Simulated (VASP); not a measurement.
# ZnSe (F-43m) in VASP: a series of runs, part 2 of 2

VASP 6.6.1. Earlier steps stand in the parts before.

## 4. Density of states, PBEsol

This run uses another cell than the first one, of 22.34 Å³/atom, 1.293 times its volume.

Input file POSCAR:

```
ZnSe
1.0
    0.0000000000      2.8166002553      2.8166002553
    2.8166002553      0.0000000000      2.8166002553
    2.8166002553      2.8166002553      0.0000000000
Zn Se
1 1
Direct
    0.0000000000      0.0000000000      0.0000000000
    0.2500000000      0.2500000000      0.2500000000
```

Input file INCAR.step1:

```
SYSTEM = ZnSe
PREC = Accurate
ENCUT = 520
EDIFF = 1E-7
ISMEAR = 0
SIGMA = 0.02
LREAL = .False.
LASPH = .True.
NELM = 60
ALGO = Normal
ISIF = 2
LWAVE = .False.
LCHARG = .True.
GGA = PS
NBANDS = 16
```

Input file KPOINTS.step1:

```
regular mesh
0
Gamma
  8 8 8
  0 0 0
```

Input file INCAR.step2:

```
SYSTEM = ZnSe
PREC = Accurate
ENCUT = 520
EDIFF = 1E-7
ISMEAR = -5
SIGMA = 0.02
LREAL = .False.
LASPH = .True.
NELM = 60
ALGO = Normal
ISIF = 2
LWAVE = .False.
LCHARG = .False.
GGA = PS
LORBIT = 11
NBANDS = 16
NEDOS = 2001
ICHARG = 11
```

Input file KPOINTS.step2:

```
regular mesh
0
Gamma
  12 12 12
  0 0 0
```

Potentials or basis: VASP PAW PBE potentials, release 64 (Zn, Se).

The run is started by

```bash
$ cat potpaw_PBE.64/Zn/POTCAR potpaw_PBE.64/Se/POTCAR > POTCAR
$ cp INCAR.step1 INCAR
$ cp KPOINTS.step1 KPOINTS
$ mpirun -np 1 vasp_std > vasp.out
$ cp INCAR.step2 INCAR
$ cp KPOINTS.step2 KPOINTS
$ mpirun -np 1 vasp_std > vasp.out
```

OUTCAR:

```text
SYSTEM = ZnSe
   PREC = Accurate
   ENCUT = 520
   EDIFF = 1E-7
   ISMEAR = -5
   LREAL = .False.
   LASPH = .True.
   NELM = 60
   ISIF = 2
   GGA = PS
   LORBIT = 11
   ICHARG = 11

 ion  position               nearest neighbor table
   1  0.000  0.000  0.000-   2 2.44   2 2.44   2 2.44   2 2.44
   2  0.250  0.250  0.250-   1 2.44   1 2.44   1 2.44   1 2.44

  LATTYP: Found a face centered cubic cell.
 ALAT       =     5.6332005106

  Lattice vectors:

 A1 = (   0.0000000000,   2.8166002553,   2.8166002553)
 A2 = (   2.8166002553,   0.0000000000,   2.8166002553)
 A3 = (   2.8166002553,   2.8166002553,   0.0000000000)

Analysis of symmetry for initial positions (statically):
=====================================================================
 Subroutine PRICEL returns:
 Original cell was already a primitive cell.

 Routine SETGRP: Setting up the symmetry group for a
 face centered cubic supercell.

 Subroutine GETGRP returns: Found 24 space group operations
 (whereof 24 operations were pure point group operations)
 out of a pool of 48 trial point group operations.

The static configuration has the point symmetry T_d .

Analysis of symmetry for dynamics (positions and initial velocities):
=====================================================================
 Subroutine PRICEL returns:
 Original cell was already a primitive cell.

 Routine SETGRP: Setting up the symmetry group for a
 face centered cubic supercell.

 Subroutine GETGRP returns: Found 24 space group operations
 (whereof 24 operations were pure point group operations)
 out of a pool of 48 trial point group operations.

The dynamic configuration has the point symmetry T_d .

 Subroutine INISYM returns: Found 24 space group operations
 (whereof 24 operations are pure point group operations),
 and found     1 'primitive' translations

----------------------------------------------------------------------------------------

[... 120 lines left out ...]
   LHFCALC =     F    Hartree Fock is set to
   AEXX    =    0.0000 exact exchange contribution
   IVDW    =     0    specifies the selected vdW correction
   LEPSILON=     F    determine dielectric tensor
   LRPA    =     F    only Hartree local field effects (RPA)
 non-spin polarized calculation
 Fermi weights with tetrahedron method with Bloechl corrections
  energy-cutoff  :      520.00
  volume of cell :       44.69
 maximum number of plane-waves:      1243
 NGX is ok and might be reduce to    30

 number of electron      17.9999998 magnetization

 Free energy of the ion-electron system (eV)
  ---------------------------------------------------
  ext. energy  EPLUGINS =         0.00000000
  ---------------------------------------------------
  free energy    TOTEN  =        -6.77348474 eV

  energy without entropy =       -6.77348474  energy(sigma->0) =       -6.77348474

 E-fermi :   1.6476     XC(G=0):  -9.6094

 val. band max:        1.6461191332   @ k =   0.0000   0.0000   0.0000
 cond. band min:       2.8896233564   @ k =   0.0000   0.0000   0.0000
 fundamental gap:      1.2435042232
 Fermi energy:         1.6475836698

 k-point     1 :       0.0000    0.0000    0.0000
  band No.  band energies     occupation
      1     -11.7593      2.00000
      2      -4.9796      2.00000
      3      -4.9796      2.00000
      4      -4.9796      2.00000
      5      -4.5891      2.00000
      6      -4.5891      2.00000
[... 433 lines left out ...]
      3      -4.8504      2.00000
      4      -4.6138      2.00000
      5      -4.5783      2.00000
      6      -4.4147      2.00000
[... 8 lines left out ...]
     15      13.3856      0.00000
     16      14.1927      0.00000

 [... further k-points ...]

------------------------ aborting loop because EDIFF is reached ----------------------------------------

  FORCE on cell =-STRESS in cart. coord.  units (eV):
  Direction    XX          YY          ZZ          XY          YZ          ZX
  --------------------------------------------------------------------------------------
  -------------------------------------------------------------------------------------
  Total        0.0647454      0.0647454      0.0647454     -0.0000000      0.0000000     -0.0000000
  in kB        2.3212058      2.3212058      2.3212058     -0.0000000      0.0000000     -0.0000000
  external PRESSURE =       2.3212058 kB  Pullay stress =       0.0000000 kB

 VOLUME and BASIS-vectors are now :
 -----------------------------------------------------------------------------
  energy-cutoff  :      520.00
  volume of cell :       44.69
      direct lattice vectors                 reciprocal lattice vectors
     0.000000000  2.816600255  2.816600255    -0.177518978  0.177518978  0.177518978
     2.816600255  0.000000000  2.816600255     0.177518978 -0.177518978  0.177518978
     2.816600255  2.816600255  0.000000000     0.177518978  0.177518978 -0.177518978

 POSITION                                       TOTAL-FORCE (eV/Angst)
 -----------------------------------------------------------------------------------
      0.00000      0.00000      0.00000         0.000000      0.000000      0.000000
      1.40830      1.40830      1.40830        -0.000000     -0.000000     -0.000000
 -----------------------------------------------------------------------------------
    total drift:                                0.000000      0.000000      0.000001

  FREE ENERGIE OF THE ION-ELECTRON SYSTEM (eV)
  ---------------------------------------------------
  free  energy   TOTEN  =        -6.7734847413 eV

  energy  without entropy=       -6.7734847413  energy(sigma->0) =       -6.77348474

 total charge

# of ion       s       p       d       tot
------------------------------------------
    1        0.542   0.465   9.786  10.793
    2        1.437   2.421   0.032   3.890
--------------------------------------------------
tot          1.980   2.886   9.818  14.683
```

OUTCAR.step1:

```text
SYSTEM = ZnSe
   PREC = Accurate
   ENCUT = 520
   EDIFF = 1E-7
   ISMEAR = 0
   LREAL = .False.
   LASPH = .True.
[... 678 lines left out ...]
      0.00000      0.00000      0.00000         0.000000     -0.000000      0.000000
      1.40830      1.40830      1.40830        -0.000000      0.000000     -0.000000
 -----------------------------------------------------------------------------------
    total drift:                                0.000000      0.000000      0.000001

  FREE ENERGIE OF THE ION-ELECTRON SYSTEM (eV)
  ---------------------------------------------------
  free  energy   TOTEN  =        -6.7731353979 eV

  energy  without entropy=       -6.7731353979  energy(sigma->0) =       -6.77313540
```

Run time: 36 s. Hardware: 1 thread of AMD EPYC 7R43 (Zen 3), shared host; peak memory 0.16 GiB.

What came out:

```yaml
Valence_electrons_inside_the_program's_atomic_spheres: Zn 10.79; Se 3.89
```

Caveat: the PAW data sets were made with another functional, which shifts forces and pressure a little.

## 5. Elastic constants, PBEsol

This run uses another cell than the first one, of 22.34 Å³/atom, 1.293 times its volume.

Input file INCAR:

```
  PREC = Accurate
  ENCUT = 600
  EDIFF = 1E-8
  ISMEAR = 0
  SIGMA = 0.01
  LREAL = F
  LASPH = T
  NELM = 80
  ALGO = Normal
  ISIF = 3
  LWAVE = F
  LCHARG = T
  GGA = PS
  IBRION = 6
  NFREE = 2
  POTIM = 0.015
  NSW = 1
```

Input file KPOINTS:

```
Automatic mesh
0
Gamma
  8 8 8
```

Input file POSCAR:

```
ZnSe
1.0
    0.0000000000      2.8166002601      2.8166002601
    2.8166002601      0.0000000000      2.8166002601
    2.8166002601      2.8166002601      0.0000000000
Zn Se
1 1
Direct
    0.0000000000      0.0000000000      0.0000000000
    0.2500000000      0.2500000000      0.2500000000
```

Potentials or basis: VASP PAW PBE potentials, release 64 (Zn, Se).

The run is started by

```bash
$ cat potpaw_PBE.64/Zn/POTCAR potpaw_PBE.64/Se/POTCAR > POTCAR
$ mpirun -np 1 vasp_std > vasp.out
```

OUTCAR:

```text
PREC = Accurate
   ENCUT = 600
   EDIFF = 1E-8
   ISMEAR = 0
   LREAL = F
   LASPH = T
   NELM = 80
   ISIF = 3
   GGA = PS
   IBRION = 6
   NFREE = 2
   POTIM = 0.015
   NSW = 1

 ion  position               nearest neighbor table
   1  0.000  0.000  0.000-   2 2.44   2 2.44   2 2.44   2 2.44
   2  0.250  0.250  0.250-   1 2.44   1 2.44   1 2.44   1 2.44

  LATTYP: Found a face centered cubic cell.
 ALAT       =     5.6332005202

  Lattice vectors:

 A1 = (   0.0000000000,   2.8166002601,   2.8166002601)
 A2 = (   2.8166002601,   0.0000000000,   2.8166002601)
 A3 = (   2.8166002601,   2.8166002601,   0.0000000000)

Analysis of symmetry for initial positions (statically):
=====================================================================
[... 806 lines left out ...]
  x     0.00000     0.00000     0.00000     0.00000     5.86735     0.00000
  y     0.00000     0.00000     0.00000     0.00000     0.00000     5.86735
  z     0.00000     0.00000     0.00000     5.86735     0.00000     0.00000

 INTERNAL STRAIN TENSOR FOR ION    2 for displacements in x,y,z  (eV/Angst):
          X           Y           Z          XY          YZ          ZX
  --------------------------------------------------------------------------------
  x     0.00000     0.00000     0.00000     0.00000    -5.86275     0.00000
  y     0.00000    -0.00000     0.00000     0.00000     0.00000    -5.86275
  z     0.00000     0.00000     0.00000    -5.86275     0.00000     0.00000

 Eigenvectors and eigenvalues of the dynamical matrix
 ----------------------------------------------------

   1 f  =    6.296775 THz    39.563807 2PiTHz  210.037822 cm-1    26.041359 meV
             X         Y         Z           dx          dy          dz
      0.000000  0.000000  0.000000     0.000000    0.738270    0.000000
      1.408300  1.408300  1.408300     0.000000   -0.674505    0.000000
[... 21 lines left out ...]
   6 f/i=    0.012402 THz     0.077924 2PiTHz    0.413685 cm-1     0.051290 meV
             X         Y         Z           dx          dy          dz
      0.000000  0.000000  0.000000     0.000000    0.000000   -0.674505
      1.408300  1.408300  1.408300     0.000000    0.000000   -0.738270

--------------------------------------------------------------------------------------------------------

 ELASTIC MODULI CONTR FROM IONIC RELAXATION (kBar)
 Direction    XX          YY          ZZ          XY          YZ          ZX
 --------------------------------------------------------------------------------
 XX          -0.0000     -0.0000      0.0000     -0.0000      0.0000     -0.0000
 YY          -0.0000     -0.0000     -0.0000     -0.0000     -0.0000     -0.0000
 ZZ           0.0000     -0.0000     -0.0000      0.0000     -0.0000     -0.0000
 XY          -0.0000     -0.0000      0.0000   -212.4456      0.0000     -0.0000
 YZ           0.0000     -0.0000     -0.0000      0.0000   -212.4456      0.0000
 ZX          -0.0000     -0.0000     -0.0000     -0.0000      0.0000   -212.4456
 --------------------------------------------------------------------------------

 TOTAL ELASTIC MODULI (kBar)
 Direction    XX          YY          ZZ          XY          YZ          ZX
 --------------------------------------------------------------------------------
 XX         894.3640    539.5379    539.5379     -0.0000     -0.0000      0.0000
 YY         539.5379    894.3640    539.5379      0.0000      0.0000     -0.0000
 ZZ         539.5379    539.5379    894.3640      0.0000     -0.0000     -0.0000
 XY          -0.0000      0.0000      0.0000    394.4117      0.0000     -0.0000
 YZ          -0.0000      0.0000     -0.0000      0.0000    394.4117      0.0000
 ZX           0.0000     -0.0000     -0.0000     -0.0000      0.0000    394.4117
 --------------------------------------------------------------------------------
```

OSZICAR:

```text
N       E                     dE             d eps       ncg     rms          rms(c)
DAV:   1     0.907306804651E+02    0.90731E+02   -0.99747E+03   754   0.179E+03
DAV:   2    -0.748549413593E+00   -0.91479E+02   -0.87709E+02   794   0.295E+02
[... 206 lines left out ...]
DAV:   2    -0.677239580962E+01   -0.17853E-02   -0.19896E-02  2815   0.108E+00    0.911E-02
DAV:   3    -0.677232487816E+01    0.70931E-04   -0.14209E-04  2825   0.129E-01    0.456E-02
DAV:   4    -0.677231236237E+01    0.12516E-04   -0.56254E-05  2760   0.688E-02    0.903E-03
DAV:   5    -0.677231265161E+01   -0.28924E-06   -0.81350E-06  2585   0.305E-02    0.324E-03
DAV:   6    -0.677231268520E+01   -0.33592E-07   -0.32804E-07  3065   0.833E-03    0.138E-03
DAV:   7    -0.677231269456E+01   -0.93662E-08   -0.85071E-08  2826   0.456E-03
  17 F= -.67723127E+01 E0= -.67723127E+01  d E =-.835006E-12
```

stdout:

```text
POSCAR found type information on POSCAR ZnSe
 POSCAR found :  2 types and       2 ions
 scaLAPACK will be used
 -----------------------------------------------------------------------------
|                                                                             |
|                                                                             |
|     You enforced a specific xc type in the INCAR file but a different       |
|     I HOPE YOU KNOW WHAT YOU ARE DOING!                                     |
|                                                                             |
[... 33 lines left out ...]
 Finite differences progress:
 bond charge predicted
 Finite differences progress:
 bond charge predicted
 Finite differences progress:
 bond charge predicted
 Finite differences progress:
 bond charge predicted
 Finite differences progress:
 bond charge predicted
 Finite differences progress:
```

Run time: 11 min. Hardware: 1 thread of AMD EPYC 7R43 (Zen 3), shared host; peak memory 0.3 GiB.

What came out:

```yaml
Elastic_constants_C11_C12_C44: 89, 54, 39 GPa
Voigt_bulk_modulus: 66 GPa
Highest_phonon_frequency_at_Γ_LO-TO_splitting_left_out: 210 cm⁻¹
```

Phonon frequencies in cm⁻¹ (negative: imaginary):
```csv
q point,frequencies
"(0.000, 0.000, 0.000)",0 0 0 210 210 210
```

Elastic tensor in Voigt notation (GPa, in the Cartesian axes of the cell as first typed):
```
89 54 54  0  0  0
54 89 54  0  0  0
54 54 89  0  0  0
 0  0  0 39  0  0
 0  0  0  0 39  0
 0  0  0  0  0 39
```

Clamped-ion elastic tensor (GPa):
```
89 54 54  0  0  0
54 89 54  0  0  0
54 54 89  0  0  0
 0  0  0 61  0  0
 0  0  0  0 61  0
 0  0  0  0  0 61
```

Caveat: the PAW data sets were made with another functional, which shifts forces and pressure a little.

## 6. Vibrations by perturbation theory, PBEsol

This run uses another cell than the first one, of 18.36 Å³/atom, 1.062 times its volume.

Input file INCAR:

```
PREC = Accurate ; ENCUT = 520
EDIFF = 1E-8 ; ISMEAR = 0
SIGMA = 0.01 ; LREAL = F
LASPH = T ; NELM = 80
ALGO = Normal ; ISIF = 2
LWAVE = F ; LCHARG = T
GGA = PS ; IBRION = 8
NSW = 1 ; LEPSILON = T
```

Input file KPOINTS:

```
Automatic mesh
0
Gamma
  10 10 10
```

Input file POSCAR:

```
ZnSe
1.0
    0.0000000000      2.6381625460      2.6381625460
    2.6381625460      0.0000000000      2.6381625460
    2.6381625460      2.6381625460      0.0000000000
Zn Se
1 1
Direct
    0.0000000000      0.0000000000      0.0000000000
    0.7500000000      0.7500000000      0.7500000000
```

Potentials or basis: VASP PAW PBE potentials, release 64 (Zn, Se).

The run is started by

```bash
$ cat potpaw_PBE.64/Zn/POTCAR potpaw_PBE.64/Se/POTCAR > POTCAR
$ mpirun -np 1 vasp_std > vasp.out
```

OUTCAR:

```text
PREC = Accurate
   ENCUT = 520
   EDIFF = 1E-8
   ISMEAR = 0
   LREAL = F
   LASPH = T
   NELM = 80
   ISIF = 2
   GGA = PS
   IBRION = 8
   NSW = 1
   LEPSILON = T

 ion  position               nearest neighbor table
   1  0.000  0.000  0.000-   2 2.28   2 2.28   2 2.28   2 2.28
   2  0.750  0.750  0.750-   1 2.28   1 2.28   1 2.28   1 2.28

  LATTYP: Found a face centered cubic cell.
[... 712 lines left out ...]
      0.000000  0.000000  0.000000     0.000000    0.739835    0.000000
      3.957244  3.957244  3.957244     0.000000   -0.672788    0.000000
[... 21 lines left out ...]
   6 f/i=    0.003062 THz     0.019237 2PiTHz    0.102123 cm-1     0.012662 meV
             X         Y         Z           dx          dy          dz
      0.000000  0.000000  0.000000     0.000000    0.000000   -0.672788
      3.957244  3.957244  3.957244     0.000000    0.000000   -0.739835

--------------------------------------------------------------------------------------------------------

 MACROSCOPIC STATIC DIELECTRIC TENSOR IONIC CONTRIBUTION
 ------------------------------------------------------
           1.324394    -0.000000    -0.000000
          -0.000000     1.324394    -0.000000
          -0.000000    -0.000000     1.324394
 ------------------------------------------------------

 ELASTIC MODULI CONTR FROM IONIC RELAXATION (kBar)
 Direction    XX          YY          ZZ          XY          YZ          ZX
 --------------------------------------------------------------------------------
 XX          -0.0000      0.0000      0.0000     -0.0000      0.0000     -0.0000
 YY           0.0000     -0.0000      0.0000     -0.0000     -0.0000      0.0000
 ZZ           0.0000      0.0000     -0.0000      0.0000     -0.0000     -0.0000
 XY          -0.0000     -0.0000      0.0000   -862.2206      0.0000      0.0000
 YZ           0.0000     -0.0000     -0.0000      0.0000   -862.2206      0.0000
 ZX          -0.0000      0.0000     -0.0000      0.0000      0.0000   -862.2206
 --------------------------------------------------------------------------------

 PIEZOELECTRIC TENSOR IONIC CONTR  for field in x, y, z        (C/m^2)
          XX          YY          ZZ          XY          YZ          ZX
  --------------------------------------------------------------------------------
  x     0.00000    -0.00000    -0.00000     0.00000    -1.00552     0.00000
  y    -0.00000     0.00000    -0.00000     0.00000     0.00000    -1.00552
  z    -0.00000    -0.00000     0.00000    -1.00552     0.00000     0.00000
```

OSZICAR:

```text
N       E                     dE             d eps       ncg     rms          rms(c)
DAV:   1     0.880929746629E+02    0.88093E+02   -0.93006E+03  1222   0.170E+03
DAV:   2    -0.127808711285E+01   -0.89371E+02   -0.85638E+02  1267   0.288E+02
[... 187 lines left out ...]
RMM:   7    -0.812527112324E-01    0.62419E-05    0.79481E-08  7784   0.119E-03    0.364E-04
RMM:   8    -0.812551723678E-01   -0.24611E-05   -0.31647E-08  7955   0.397E-04    0.495E-05
RMM:   9    -0.812551885590E-01   -0.16191E-07    0.70780E-09  8011   0.138E-04    0.118E-05
RMM:  10    -0.812551144537E-01    0.74105E-07    0.12780E-09  7624   0.389E-05    0.279E-06
RMM:  11    -0.812551008089E-01    0.13645E-07    0.48461E-10  6964   0.167E-05    0.236E-06
RMM:  12    -0.812551009286E-01   -0.11970E-09   -0.55788E-10  5305   0.817E-06    0.357E-07
 Linear response finished
```

Run time: 18 min. Hardware: 1 thread of Intel Xeon Platinum 8259CL at 2.50GHz (Skylake/Cascade Lake), shared host; peak memory 0.34 GiB.

What came out:

- Electronic dielectric tensor (diagonal): 7.24
- Born charges (mean of the diagonal): Zn +1.71; Se -1.71 e
- Highest phonon frequency at Γ, LO-TO splitting left out: 288 cm⁻¹

Phonon frequencies in cm⁻¹ (negative: imaginary):
```
              q point        frequencies
(0.000, 0.000, 0.000)  0 0 0 288 288 288
```

Electronic dielectric tensor:
```
7.24 0.00 0.00
0.00 7.24 0.00
0.00 0.00 7.24
```

Born effective charge tensors (e):
atom 1, Zn
```
1.71 0.00 0.00
0.00 1.71 0.00
0.00 0.00 1.71
```
atom 2, Se
```
-1.71  0.00  0.00
 0.00 -1.71  0.00
 0.00  0.00 -1.71
```

Caveat: the cell wasn't relaxed at this level first, which shifts response properties; the PAW data sets were made with another functional, which shifts forces and pressure a little.
